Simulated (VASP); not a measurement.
Write the native input for VASP 6.6.1 that does the following.

```yaml
Task: single point
Functional: PBEsol
Potentials_or_basis: VASP PAW PBE potentials, release 64 (Mg, Pb_d, Se)
Cutoff: 600 eV
k_mesh: 4 × 4 × 4
Occupations: fermi-dirac, width 0.03 eV
Spin: no spin polarisation
Dipole_correction: no
Further_INCAR_settings: ALGO = Normal; EDIFF = 1e-06; NBANDS = 33
```

The structure of MgPb2Se3 lies in POSCAR:

```
MgPb2Se3
1.0
    3.6662212367     -5.2749246808      0.0000000000
    3.6662212367      5.2749246808      0.0000000000
    0.0000000000      0.0000000000      4.7788655733
Mg Pb Se
1 2 3
Direct
    0.5000000000      0.5000000000      0.0000000000
    0.0000000000      0.5000000000      0.5000000000
    0.5000000000      0.0000000000      0.5000000000
    0.2736574959      0.7263425041      0.0000000000
    0.7263425041      0.2736574959      0.0000000000
    0.0000000000      0.0000000000      0.5000000000
```

The input as run:

INCAR

```
SYSTEM = MgPb2Se3
ALGO = Normal
EDIFF = 1E-6
ENCUT = 600
GGA = PS
GGA_COMPAT = .FALSE.
ISIF = 2
ISMEAR = -1
LASPH = .TRUE.
LCHARG = .FALSE.
LREAL = .FALSE.
LWAVE = .FALSE.
NBANDS = 33
NELM = 120
PREC = Accurate
SIGMA = 0.03
```

KPOINTS

```
k-points
0
G
  4 4 4
  0 0 0
```

Potentials or basis: VASP PAW PBE potentials, release 64 (Mg, Pb_d, Se).

Launch:

```console
$ cat potpaw_PBE.64/Mg/POTCAR potpaw_PBE.64/Pb_d/POTCAR potpaw_PBE.64/Se/POTCAR > POTCAR
$ mpirun -np 1 vasp_std > vasp.out
```

It gave:

```
Pressure               : 0.0 GPa
Largest force          : 0.014 eV/Å
Band gap on the k mesh : zero (bands 24 and 25 overlap by 0.23 eV)
```

Caveat: semilocal functionals underestimate gaps, and a narrow one can read as zero; the PAW data sets were made with another functional, which shifts forces and pressure a little; spin-orbit coupling is left out, which moves the levels of the heavy elements.

Wall time 5.6 min on 1 thread of Intel Xeon 8259CL (shared host), peak memory 0.43 GiB.
